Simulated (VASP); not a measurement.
# BaTiO3: single point with PBE

The system is BaTiO3.

```
Ba Ti O
1.0
     4.36628    0.00000    0.00000
     0.00000    4.36628    0.00000
     0.00000    0.00000    3.40574
Ba Ti O
1 1 3
Direct
  0.00000 0.00000 0.00000
  0.50000 0.50000 0.50000
  0.50000 0.50000 0.00000
  0.50000 0.00000 0.50000
  0.00000 0.50000 0.50000
```

This cell differs from its parent crystal: ratio of the length along z to the lengths across it x 0.78, volume and fractional coordinates fixed.

```json
{
  "Program": "VASP 6.6.1",
  "Task": "single point",
  "Functional": "PBE",
  "Potentials or basis": "VASP PAW PBE potentials, release 64 (Ba_sv, Ti_sv, O)",
  "Cutoff": "520 eV",
  "k mesh": "8 × 8 × 8",
  "Occupations": "gaussian, width 0.05 eV",
  "Spin": "no spin polarisation",
  "Dipole correction": "no",
  "Further INCAR settings": "ALGO = Normal; EDIFF = 1e-06; NBANDS = 28"
}
```

```yaml
Pressure: 17.1 GPa
Band_gap_on_the_k_mesh: 1.27 eV
```

Stress tensor (GPa, compression positive):
```
-8.65  0.00  0.00
 0.00 -8.65  0.00
 0.00  0.00 68.60
```

Levels at points of the mesh, in eV from the valence-band top:
```
           k point  band 16  band 17  band 18  band 19  band 20  band 21  band 22  band 23  band 24  band 25
(0.00, 0.00, 0.00)    -1.07    -0.49    -0.35    -0.35     0.00     1.27     1.75     1.75     2.98     3.55
(0.50, 0.00, 0.00)    -1.75    -1.10    -1.00    -0.82    -0.53     1.81     2.67     2.75     3.45     5.01
(0.50, 0.50, 0.00)    -2.60    -1.53    -1.53    -1.33    -0.82     2.74     2.74     2.97     5.71     5.79
(0.00, 0.00, 0.50)    -2.88    -2.08    -1.90    -0.99    -0.99     1.73     3.04     5.13     5.13     6.16
(0.50, 0.00, 0.50)    -2.73    -1.72    -0.77    -0.68    -0.66     2.75     3.74     5.13     5.14     6.73
(0.50, 0.50, 0.50)    -2.92    -1.45    -0.49    -0.10    -0.10     3.32     5.22     5.22     5.80     5.85
```

Wall time 3.1 min on 1 thread of Intel Xeon 8259CL, on a shared host, peak memory 0.27 GiB.

Caveat: the cell stands under pressure; spin-orbit coupling is left out, which moves the levels of the heavy elements. A k mesh can miss the band edges.
